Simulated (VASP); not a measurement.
Here is a VASP 6.6.1 calculation.

INCAR

```
SYSTEM = KBr
PREC = Accurate
ENCUT = 520
EDIFF = 1E-7
ISMEAR = 0
SIGMA = 0.05
LREAL = .FALSE.
LASPH = .TRUE.
NELM = 60
ALGO = Normal
ISIF = 2
LWAVE = .FALSE.
LCHARG = .FALSE.
GGA = PE
NBANDS = 15
```

KPOINTS

```
regular mesh
0
G
  6 6 6
  0 0 0
```

POSCAR

```
KBr
1.0
    0.0000000000      3.2925000000      3.0291000000
    3.2925000000      0.0000000000      3.0291000000
    3.2925000000      3.2925000000      0.0000000000
K Br
1 1
Direct
    0.0000000000      0.0000000000      0.0000000000
    0.5000000000      0.5000000000      0.5000000000
```

Potentials or basis: VASP PAW PBE potentials, release 64 (K_sv, Br).

Command:

```bash
$ cat potpaw_PBE.64/K_sv/POTCAR potpaw_PBE.64/Br/POTCAR > POTCAR
$ mpirun -np 1 vasp_std > vasp.out
```

Task: What does it give for the pressure?

Result: 3.1 GPa.

Task: Estimate the band gap on the k mesh.

Result: 4.59 eV, direct.

Stress tensor (GPa, compression positive):
```
1.42 0.00 0.00
0.00 1.42 0.00
0.00 0.00 6.51
```

Caveat: the cell differs from its parent crystal (strain +0.000 along x and y, -0.080 along z).
